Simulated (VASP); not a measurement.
# Ti (P6_3/mmc) in VASP: further runs

Ti is run at these levels: PBE; tasks: single point.

Program: VASP 6.6.1. These are calculated values, not measurements. Logs are shortened: lines on timing, memory, paths and dates and some standing lists are left out, and cuts for length are marked.

**1. The cell of the first run**

The structure is hexagonal, space group P6_3/mmc (No. 194). The conventional cell has a = 2.900 Å, b = 2.900 Å, c = 4.601 Å, α = 90.00°, β = 90.00°, γ = 120.00°. Within 3.7 Å of Ti (site symmetry -6m2) lie 12 Ti at 2.85 to 2.90 Å.

**2. Single point, PBE**

File INCAR:

```
SYSTEM = Ti
PREC = Accurate ; ENCUT = 520
EDIFF = 1E-6 ; ISMEAR = -1
SIGMA = 0.05 ; LREAL = .FALSE.
LASPH = .TRUE. ; NELM = 80
ALGO = Normal ; ISIF = 2
LWAVE = .FALSE. ; LCHARG = .TRUE.
GGA = PE ; LELF = .TRUE.
LVHAR = .TRUE. ; NBANDS = 19
```

File KPOINTS:

```
Automatic mesh
0
G
  9 9 5
  0 0 0
```

File POSCAR:

```
Ti
1.0
    2.8999903389      0.0000000000      0.0000000000
   -1.4499951694      2.5114604468      0.0000000000
    0.0000000000      0.0000000000      4.6006626393
Ti
2
Direct
    0.3333333333      0.6666666667      0.2500000000
    0.6666666667      0.3333333333      0.7500000000
```

Potentials or basis: VASP PAW PBE potentials, release 64 (Ti_sv).

On the command line:

```bash
cat potpaw_PBE.64/Ti_sv/POTCAR > POTCAR
mpirun -np 1 vasp_std > vasp.out
```

OUTCAR:

```text
SYSTEM = Ti
   PREC = Accurate
   ENCUT = 520
   EDIFF = 1E-6
   ISMEAR = -1
   LREAL = .FALSE.
   LASPH = .TRUE.
   NELM = 80
   ISIF = 2
   GGA = PE

 ion  position               nearest neighbor table
   1  0.333  0.667  0.250-   2 2.85   2 2.85   2 2.85   2 2.85   2 2.85   2 2.85
   2  0.667  0.333  0.750-   1 2.85   1 2.85   1 2.85   1 2.85   1 2.85   1 2.85

  LATTYP: Found a hexagonal cell.
 ALAT       =     2.8999903389
 C/A-ratio  =     1.5864406780

  Lattice vectors:

 A1 = (   2.8999903389,   0.0000000000,   0.0000000000)
 A2 = (  -1.4499951694,   2.5114604468,   0.0000000000)
 A3 = (   0.0000000000,   0.0000000000,   4.6006626393)

Analysis of symmetry for initial positions (statically):
=====================================================================
 Subroutine PRICEL returns:
 Original cell was already a primitive cell.

 Routine SETGRP: Setting up the symmetry group for a
 hexagonal supercell.

 Subroutine GETGRP returns: Found 24 space group operations
 (whereof 12 operations were pure point group operations)
 out of a pool of 24 trial point group operations.

The static configuration has the point symmetry D_3d.
 The point group associated with its full space group is D_6h.

Analysis of symmetry for dynamics (positions and initial velocities):
=====================================================================
 Subroutine PRICEL returns:
 Original cell was already a primitive cell.

 Routine SETGRP: Setting up the symmetry group for a
 hexagonal supercell.

 Subroutine GETGRP returns: Found 24 space group operations
 (whereof 12 operations were pure point group operations)
 out of a pool of 24 trial point group operations.

The dynamic configuration has the point symmetry D_3d.
 The point group associated with its full space group is D_6h.

 Subroutine INISYM returns: Found 24 space group operations
 (whereof 12 operations are pure point group operations),
 and found     1 'primitive' translations

----------------------------------------------------------------------------------------

                                     Primitive cell

  volume of cell :      33.5076

  direct lattice vectors                    reciprocal lattice vectors
     2.899990339  0.000000000  0.000000000     0.344828735  0.199087348  0.000000000
    -1.449995169  2.511460447  0.000000000     0.000000000  0.398174696  0.000000000
     0.000000000  0.000000000  4.600662639     0.000000000  0.000000000  0.217359993

  length of vectors
     2.899990339  2.899986132  4.600662639     0.398174118  0.398174696  0.217359993

  position of ions in fractional coordinates (direct lattice)
     0.333333333  0.666666667  0.250000000
     0.666666667  0.333333333  0.750000000

  ion indices of the primitive-cell ions
   primitive index   ion index
                 1           1
                 2           2

----------------------------------------------------------------------------------------

 KPOINTS: Automatic mesh

Automatic generation of k-mesh.
 Grid dimensions read from file:
 generate k-points for:    9    9    5

 Generating k-lattice:

  Cartesian coordinates                     Fractional coordinates (reciprocal lattice)
     0.038314304  0.022120816  0.000000000     0.111111111  0.000000000  0.000000000
     0.000000000  0.044241633  0.000000000     0.000000000  0.111111111  0.000000000
     0.000000000  0.000000000  0.043471999     0.000000000  0.000000000  0.200000000

  Length of vectors
     0.044241569  0.044241633  0.043471999

  Shift w.r.t. Gamma in fractional coordinates (k-lattice)
     0.000000000  0.000000000  0.000000000

 Subroutine IBZKPT returns following result:
 ===========================================

 Found     36 irreducible k-points:

 Following reciprocal coordinates:
            Coordinates               Weight
  0.000000  0.000000  0.000000      1.000000
  0.111111 -0.000000  0.000000      6.000000
  0.222222 -0.000000  0.000000      6.000000
  0.333333 -0.000000  0.000000      6.000000
  0.444444 -0.000000  0.000000      6.000000
  0.111111  0.111111  0.000000      6.000000
[... 16 lines left out ...]
  0.333333  0.222222  0.200000     24.000000
  0.333333  0.333333  0.200000      4.000000
 [... further k-points ...]
   k-points           NKPTS =     36   k-points in BZ     NKDIM =     36   number of bands    NBANDS=     19
   number of dos      NEDOS =    301   number of ions     NIONS =      2
   total plane-waves  NPLWV =  20736
   dimension x,y,z NGX =    24 NGY =   24 NGZ =   36
   dimension x,y,z NGXF=    48 NGYF=   48 NGZF=   72
   ions per type =               2
   NGX,Y,Z   is equivalent  to a cutoff of  13.76, 13.76, 13.01 a.u.
   NGXF,Y,Z  is equivalent  to a cutoff of  27.52, 27.52, 26.02 a.u.
 SYSTEM =  Ti
   PREC   = accura    normal or accurate (medium, high low for compatibility)
   ISTART =      0    job   : 0-new  1-cont  2-samecut
   ICHARG =      2    charge: 1-file 2-atom 10-const
   ISPIN  =      1    spin polarized calculation?
   LNONCOLLINEAR =      F non collinear calculations
   LSORBIT =      F    spin-orbit coupling
   LASPH  =      T    aspherical Exc in radial PAW
   ENCUT  =  520.0 eV  38.22 Ry    6.18 a.u.   5.39  5.39  8.55*2*pi/ulx,y,z
   NELM   =     80;   NELMIN=  2; NELMDL= -5     # of ELM steps
   EDIFF  = 0.1E-05   stopping-criterion for ELM
   LREAL  =      F    real-space projection
   EDIFFG = 0.1E-04   stopping-criterion for IOM
   NSW    =      0    number of steps for IOM
   IBRION =     -1    ionic relax: 0-MD 1-quasi-New 2-CG
   NFREE  =      0    steps in history (QN), initial steepest desc. (CG)
   ISIF   =      2    stress and relaxation
   ISYM   =      2    0-nonsym 1-usesym 2-fastsym
   POTIM  = 0.5000    time-step for ionic-motion
   TEBEG  =    0.0;   TEEND  =   0.0 temperature during run
   PSTRESS=    0.0 pullay stress
   NELECT =      24.0000    total number of electrons
   NUPDOWN=      -1.0000    fix difference up-down
   EMIN   =  10.00;   EMAX   =-10.00  energy-range for DOS
   EFERMI =   0.00;   METHOD = LEGACY
   ISMEAR =    -1;   SIGMA  =   0.05  broadening in eV -4-tet -1-fermi 0-gaus
   EFERMI_NEDOS =   21; number of points for ismear=-14 and -15
   IALGO  =     38    algorithm
   IMIX   =      4    mixing-type and parameters
     AMIX     =   0.40;   BMIX     =  1.00
     AMIX_MAG =   1.60;   BMIX_MAG =  1.00
  volume/ion in A,a.u.               =      16.75       113.06
  Fermi-wavevector in a.u.,A,eV,Ry     =   1.464752  2.767980 29.191285  2.145499
  Thomas-Fermi vector in A             =   2.580691
   LORBIT       =      0    0 simple, 1 ext, 2 COOP (PROOUT), +10 PAW based schemes
   GGA     = PE    functional components
   LHFCALC =     F    Hartree Fock is set to
   AEXX    =    0.0000 exact exchange contribution
   IVDW    =     0    specifies the selected vdW correction
   LEPSILON=     F    determine dielectric tensor
   LRPA    =     F    only Hartree local field effects (RPA)
 non-spin polarized calculation
  energy-cutoff  :      520.00
  volume of cell :       33.51
 maximum number of plane-waves:       929
 NGX is ok and might be reduce to    24
   NGX = 11   NGY = 11   NGZ = 17

 number of electron      23.9999999 magnetization

 Free energy of the ion-electron system (eV)
  ---------------------------------------------------
  ext. energy  EPLUGINS =         0.00000000
  ---------------------------------------------------
  free energy    TOTEN  =       -15.66738413 eV

  energy without entropy =      -15.65315722  energy(sigma->0) =      -15.66027068

 E-fermi :   8.7379     XC(G=0): -11.6678

 val. band max:        8.7025455731   @ k =   0.0000   0.0000   0.4000
 cond. band min:       8.8073824260   @ k =   0.2222   0.2222   0.4000
 fundamental gap:      0.1048368529
 Fermi energy:         8.7378720412

 k-point     1 :       0.0000    0.0000    0.0000
  band No.  band energies     occupation
      1     -48.0741      2.00000
      2     -47.9169      2.00000
      3     -24.7076      2.00000
      4     -23.9832      2.00000
      5     -23.9831      2.00000
      6     -23.9151      2.00000
[... 11 lines left out ...]
     18      10.4206      0.00000
     19      12.0172      0.00000

 k-point     2 :       0.1111   -0.0000    0.0000
  band No.  band energies     occupation
      1     -48.0602      2.00000
      2     -47.9114      2.00000
      3     -24.6775      2.00000
      4     -24.0448      2.00000
      5     -24.0035      2.00000
      6     -23.9357      2.00000
[... 11 lines left out ...]
     18      10.2726      0.00000
     19      12.1170      0.00000

 k-point     3 :       0.2222   -0.0000    0.0000
  band No.  band energies     occupation
      1     -48.0238      2.00000
      2     -47.8988      2.00000
      3     -24.5948      2.00000
      4     -24.2026      2.00000
      5     -24.0915      2.00000
      6     -24.0525      2.00000
[... 11 lines left out ...]
     18      10.8862      0.00000
     19      12.2860      0.00000

 k-point     4 :       0.3333   -0.0000    0.0000
  band No.  band energies     occupation
      1     -47.9785      2.00000
      2     -47.8881      2.00000
      3     -24.4818      2.00000
      4     -24.3839      2.00000
      5     -24.2600      2.00000
      6     -24.1054      2.00000
[... 11 lines left out ...]
     18      11.6885      0.00000
     19      12.4021      0.00000

 k-point     5 :       0.4444   -0.0000    0.0000
  band No.  band energies     occupation
      1     -47.9435      2.00000
      2     -47.8862      2.00000
      3     -24.5025      2.00000
      4     -24.3815      2.00000
      5     -24.3659      2.00000
      6     -24.1388      2.00000
[... 11 lines left out ...]
     18      12.4528      0.00000
     19      12.7849      0.00000
[... 334 lines left out ...]
      2     -47.8918      2.00000
      3     -24.5547      2.00000
      4     -24.4345      2.00000
      5     -24.2711      2.00000
      6     -24.1447      2.00000
[... 11 lines left out ...]
     18      12.3675      0.00000
     19      13.2696      0.00000

 k-point    22 :       0.2222    0.2222    0.2000
  band No.  band energies     occupation
      1     -47.9494      2.00000
      2     -47.8924      2.00000
      3     -24.4840      2.00000
      4     -24.3933      2.00000
      5     -24.2336      2.00000
      6     -24.1867      2.00000
[... 11 lines left out ...]
     18      12.1907      0.00000
     19      12.8535      0.00000

 k-point    23 :       0.3333    0.2222    0.2000
  band No.  band energies     occupation
      1     -47.9211      2.00000
      2     -47.8924      2.00000
      3     -24.4855      2.00000
      4     -24.4141      2.00000
      5     -24.2944      2.00000
      6     -24.1816      2.00000
[... 11 lines left out ...]
     18      12.3459      0.00000
     19      13.9113      0.00000

 k-point    24 :       0.3333    0.3333    0.2000
  band No.  band energies     occupation
      1     -47.9019      2.00000
      2     -47.9019      2.00000
      3     -24.4022      2.00000
      4     -24.4022      2.00000
      5     -24.3927      2.00000
      6     -24.1852      2.00000
[... 11 lines left out ...]
     18      11.9671      0.00000
     19      15.4952      0.00000

 [... further k-points ...]
[... 5 lines left out ...]
  --------------------------------------------------------------------------------------
  -------------------------------------------------------------------------------------
  Total        0.8781693      0.8781659      0.8055472      0.0000000      0.0000000     -0.0000000
  in kB       41.9899665     41.9898041     38.5175197      0.0000000      0.0000000     -0.0000000
  external PRESSURE =      40.8324301 kB  Pullay stress =       0.0000000 kB

 VOLUME and BASIS-vectors are now :
 -----------------------------------------------------------------------------
  energy-cutoff  :      520.00
  volume of cell :       33.51
      direct lattice vectors                 reciprocal lattice vectors
     2.899990339  0.000000000  0.000000000     0.344828735  0.199087348  0.000000000
    -1.449995169  2.511460447  0.000000000     0.000000000  0.398174696  0.000000000
     0.000000000  0.000000000  4.600662639     0.000000000  0.000000000  0.217359993

 POSITION                                       TOTAL-FORCE (eV/Angst)
 -----------------------------------------------------------------------------------
     -0.00000      1.67431      1.15017        -0.000000     -0.000000      0.000000
      1.45000      0.83715      3.45050         0.000000      0.000000      0.000000
 -----------------------------------------------------------------------------------
    total drift:                                0.000000     -0.000000      0.000000

  FREE ENERGIE OF THE ION-ELECTRON SYSTEM (eV)
  ---------------------------------------------------
  free  energy   TOTEN  =       -15.6673841331 eV

  energy  without entropy=      -15.6531572195  energy(sigma->0) =      -15.66027068
```

Wall time 27 s (1 thread of Intel Xeon 8259CL, shared host); peak memory 0.16 GiB.

What came out:

```yaml
Free_energy: -15.6674 eV
Pressure: 4.1 GPa
Band_gap_on_the_k_mesh: zero (band 12 reaches 9.52 eV, above the bottom of band 13 at 8.44 eV)
```

**3. Single point, PBE**

This run uses another cell than the first one, of 17.28 Å³/atom, 1.032 times its volume.

File INCAR:

```
SYSTEM = Ti
PREC = Accurate ; ENCUT = 520
EDIFF = 1E-6 ; ISMEAR = -1
SIGMA = 0.05 ; LREAL = .False.
LASPH = .True. ; NELM = 80
ALGO = Normal ; ISIF = 2
LWAVE = .False. ; LCHARG = .True.
GGA = PE ; LELF = .True.
LVHAR = .True. ; NBANDS = 19
```

File KPOINTS:

```
regular mesh
0
Gamma
  9 9 5
  0 0 0
```

File POSCAR:

```
Ti
1.0
    2.9302007457      0.0000000000      0.0000000000
   -1.4651003729      2.5376233760      0.0000000000
    0.0000000000      0.0000000000      4.6485896576
Ti
2
Direct
    0.3333333333      0.6666666667      0.2500000000
    0.6666666667      0.3333333333      0.7500000000
```

Potentials or basis: VASP PAW PBE potentials, release 64 (Ti_sv).

On the command line:

```bash
cat potpaw_PBE.64/Ti_sv/POTCAR > POTCAR
mpirun -np 1 vasp_std > vasp.out
```

Wall time 28 s (1 thread of Intel Xeon 8259CL, shared host); peak memory 0.16 GiB.

Results (log left out):

- Free energy: -15.6818 eV
- Pressure: 0.4 GPa
- Band gap on the k mesh: zero (band 12 reaches 9.17 eV, above the bottom of band 13 at 8.11 eV)

Stress tensor (GPa, compression positive):
```
0.55 0.00 0.00
0.00 0.55 0.00
0.00 0.00 0.01
```

Levels at points of the mesh, in eV from the Fermi level:
```csv
k point,band 8,band 9,band 10,band 11,band 12,band 13,band 14,band 15,band 16,band 17
"(0.00, 0.00, 0.00)",-32.69,-6.24,-2.71,0.75,0.77,0.77,0.87,1.27,1.27,1.63
```

**4. Single point, PBE**

This run uses another cell than the first one, of 17.81 Å³/atom, 1.063 times its volume.

File INCAR:

```
SYSTEM = Ti
PREC = Accurate
ENCUT = 520
EDIFF = 1E-6
ISMEAR = -1
SIGMA = 0.05
LREAL = .False.
LASPH = .True.
NELM = 80
ALGO = Normal
ISIF = 2
LWAVE = .False.
LCHARG = .False.
GGA = PE
NBANDS = 19
```

KPOINTS is that of step 3.

File POSCAR:

```
Ti
1.0
    2.9598007364      0.0000000000      0.0000000000
   -1.4799003682      2.5632576703      0.0000000000
    0.0000000000      0.0000000000      4.6955482870
Ti
2
Direct
    0.3333333333      0.6666666667      0.2500000000
    0.6666666667      0.3333333333      0.7500000000
```

On the command line:

```bash
cat potpaw_PBE.64/Ti_sv/POTCAR > POTCAR
mpirun -np 1 vasp_std > vasp.out
```

It took 29 s on 1 thread of Intel Xeon 8259CL, shared host; peak memory 0.16 GiB.

Results (log left out):

```
Free energy            : -15.6735 eV
Pressure               : -2.9 GPa
Band gap on the k mesh : zero (band 12 reaches 8.84 eV, above the bottom of band 13 at 7.81 eV)
```

Stress tensor (GPa, compression positive):
```
-2.64  0.00  0.00
 0.00 -2.64  0.00
 0.00  0.00 -3.32
```

Levels at points of the mesh, in eV from the Fermi level:
```
           k point  band 9  band 10  band 11  band 12  band 13  band 14  band 15  band 16
(0.00, 0.00, 0.00)   -6.16    -2.64     0.68     0.76     0.76     0.85     1.24     1.24
```

**5. Single point, PBE**

This run uses another cell than the first one, of 18.34 Å³/atom, 1.095 times its volume.

INCAR, as its differences from that of step 4:

```diff
@@ -8,3 +8,3 @@
 LASPH = .True.
-NELM = 80
+NELM = 60
 ALGO = Normal
```

File KPOINTS:

```
Automatic mesh
0
Gamma
  9 9 5
  0 0 0
```

File POSCAR:

```
Ti
1.0
    2.9888202413      0.0000000000      0.0000000000
   -1.4944101206      2.5883892501      0.0000000000
    0.0000000000      0.0000000000      4.7415860099
Ti
2
Direct
    0.3333333333      0.6666666667      0.2500000000
    0.6666666667      0.3333333333      0.7500000000
```

On the command line:

```bash
cat potpaw_PBE.64/Ti_sv/POTCAR > POTCAR
mpirun -np 1 vasp_std > vasp.out
```

It took 31 s on 1 thread of Intel Xeon 8259CL, shared host; peak memory 0.16 GiB.

It converged, with:

```
Free energy            : -15.6455 eV
Pressure               : -5.6 GPa
Band gap on the k mesh : zero (band 12 reaches 8.52 eV, above the bottom of band 13 at 7.52 eV)
```

Stress tensor (GPa, compression positive):
```
-5.40  0.00  0.00
 0.00 -5.40  0.00
 0.00  0.00 -6.14
```

Levels at points of the mesh, in eV from the Fermi level:
| k point | band 8 | band 9 | band 10 | band 11 | band 12 | band 13 | band 14 | band 15 | band 16 | band 17 |
| --- | --- | --- | --- | --- | --- | --- | --- | --- | --- | --- |
| (0.00, 0.00, 0.00) | -32.85 | -6.08 | -2.57 | 0.61 | 0.74 | 0.74 | 0.83 | 1.20 | 1.20 | 1.53 |

**6. Single point, PBE**

This run uses another cell than the first one, of 18.87 Å³/atom, 1.126 times its volume.

File INCAR:

```
PREC = Accurate
ENCUT = 520
EDIFF = 1E-6
ISMEAR = -1
SIGMA = 0.05
LREAL = False
LASPH = True
NELM = 60
ALGO = Normal
ISIF = 2
LWAVE = False
LCHARG = False
GGA = PE
NBANDS = 19
```

File KPOINTS:

```
Automatic mesh
0
Gamma
  9 9 5
```

File POSCAR:

```
Ti
1.0
    3.0172869092      0.0000000000      0.0000000000
   -1.5086434546      2.6130420600      0.0000000000
    0.0000000000      0.0000000000      4.7867466899
Ti
2
Direct
    0.3333333333      0.6666666667      0.2500000000
    0.6666666667      0.3333333333      0.7500000000
```

Potentials or basis: VASP PAW PBE potentials, release 64 (Ti_sv).

On the command line:

```bash
cat potpaw_PBE.64/Ti_sv/POTCAR > POTCAR
mpirun -np 1 vasp_std > vasp.out
```

Wall time 34 s (1 thread of Intel Xeon 8259CL, shared host); peak memory 0.16 GiB.

Results (log left out):

| Quantity | Value |
| --- | --- |
| Free energy | -15.6003 eV |
| Pressure | -8.1 GPa |
| Band gap on the k mesh | zero (band 12 reaches 8.22 eV, above the bottom of band 13 at 7.24 eV) |

Stress tensor (GPa, compression positive):
```
-7.82  0.00  0.00
 0.00 -7.82  0.00
 0.00  0.00 -8.57
```

Levels at points of the mesh, in eV from the Fermi level:
```csv
k point,band 10,band 11,band 12,band 13,band 14,band 15
"(0.00, 0.00, 0.00)",-2.50,0.56,0.73,0.73,0.80,1.17
```

**7. The runs side by side**

| cell | gap on the mesh (eV) | pressure (GPa) |
| --- | --- | --- |
| a = 2.900, b = 2.900, c = 4.601 Å, angles 90.0, 90.0, 120.0°, 2 atoms | none | 4.1 |
| a = 2.930, b = 2.930, c = 4.649 Å, angles 90.0, 90.0, 120.0°, 2 atoms | none | 0.4 |
| a = 2.960, b = 2.960, c = 4.696 Å, angles 90.0, 90.0, 120.0°, 2 atoms | none | -2.9 |
| a = 2.989, b = 2.989, c = 4.742 Å, angles 90.0, 90.0, 120.0°, 2 atoms | none | -5.6 |
| a = 3.017, b = 3.017, c = 4.787 Å, angles 90.0, 90.0, 120.0°, 2 atoms | none | -8.1 |

Alike in all rows: task single point; level PBE; potentials or basis VASP PAW PBE potentials, release 64 (Ti_sv); no spin polarisation; k mesh 9 × 9 × 5; cutoff (eV) 520; smearing fermi-dirac 0.05 eV.

Total energies depend on the potentials used, so only differences within one code and one set of settings carry meaning.
